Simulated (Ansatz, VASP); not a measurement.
SrBe2: VASP beside Ansatz

```
CELL_PARAMETERS angstrom
-2.27142 2.27142 5.22320
2.27142 -2.27142 5.22320
2.27142 2.27142 -5.22320
ATOMIC_POSITIONS crystal
Sr 0.25000 0.25000 0.00000
Sr 0.75000 0.75000 0.00000
Be 0.66105 0.16105 0.82209
Be 0.16105 0.33895 0.50000
Be 0.33895 0.83895 0.17791
Be 0.83895 0.66105 0.50000
```

Alike in both runs: functional PBE; k mesh 12 × 12 × 12; occupations gaussian, width 0.1 eV; no spin polarisation.

Ansatz relaxed the structure, and its values are those at the end. VASP's run is a single point on that final structure, the one shown.

```csv
,VASP,Ansatz
version,VASP 6.6.1,Ansatz 0.2.0
potentials or method,"VASP PAW PBE potentials, release 64 (Sr_sv, Be), cutoff 520 eV","scalar-relativistic, plane waves, PAW"
valence electrons in the cell,28,28
```

VASP gave:

- gap on the k mesh at the Fermi level (eV): none
- pressure (GPa): 0.1

Problem. Estimate Ansatz's values.

Solution. gap on the k mesh at the Fermi level (eV): none; pressure (GPa): 0.0.

A gap of «none» marks a metal or a gap that the smearing closes. The functional is the same, so the differences come from potentials, cutoffs and numerics.
